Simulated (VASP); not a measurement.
A run of VASP 6.6.1 is set up as follows.

Contents of POSCAR:

```
SiC
1.0
    0.0000000000      2.0870400000      2.1740000000
    2.0870400000      0.0000000000      2.1740000000
    2.0870400000      2.0870400000      0.0000000000
Si C
1 1
Direct
    0.0000000000      0.0000000000      0.0000000000
    0.7500000000      0.7500000000      0.7500000000
```

INCAR.step1

```
PREC     = Accurate       # precision mode
ENCUT    = 520            # plane-wave cutoff, eV
ISMEAR   = 0              # smearing method
SIGMA    = 0.05           # smearing width, eV
LREAL    = F              # projectors in reciprocal space
LASPH    = T              # aspherical terms in the spheres
NELM     = 100            # most SCF steps
NBANDS   = 11             # bands
GGA      = PE             # functional
ALGO     = Normal         # electronic algorithm
EDIFF    = 1E-4           # SCF threshold, eV
LWAVE    = T              # write WAVECAR
LCHARG   = F              # write CHGCAR
```

Contents of INCAR.step2:

```
PREC     = Accurate       # precision mode
ENCUT    = 520            # plane-wave cutoff, eV
EDIFF    = 1E-6           # SCF threshold, eV
ISMEAR   = 0              # smearing method
SIGMA    = 0.05           # smearing width, eV
LREAL    = F              # projectors in reciprocal space
LASPH    = T              # aspherical terms in the spheres
NELM     = 100            # most SCF steps
ALGO     = Normal         # electronic algorithm
ISIF     = 2              # what is computed and relaxed
LWAVE    = F              # write WAVECAR
LCHARG   = F              # write CHGCAR
METAGGA  = R2SCAN         # meta-GGA
LMIXTAU  = T            
NBANDS   = 11             # bands
ISTART   = 1
```

Contents of KPOINTS:

```
Automatic mesh
0
Gamma
  12 12 12
```

Potentials or basis: VASP PAW PBE potentials, release 64 (Si, C).

Command:

```console
$ cat potpaw_PBE.64/Si/POTCAR potpaw_PBE.64/C/POTCAR > POTCAR
$ cp INCAR.step1 INCAR
$ mpirun -np 1 vasp_std > vasp.out
$ cp INCAR.step2 INCAR
$ mpirun -np 1 vasp_std > vasp.out
```

(1) Estimate the pressure.

(2) What does it give for the band gap on the k mesh?

Answers

(1) 23.1 GPa.

(2) 1.43 eV, indirect (least direct gap 5.12 eV).

Caveat: the cell differs from its parent crystal (strain -0.040 along x and y, +0.000 along z); the PAW data sets were made with another functional, which shifts forces and pressure a little.
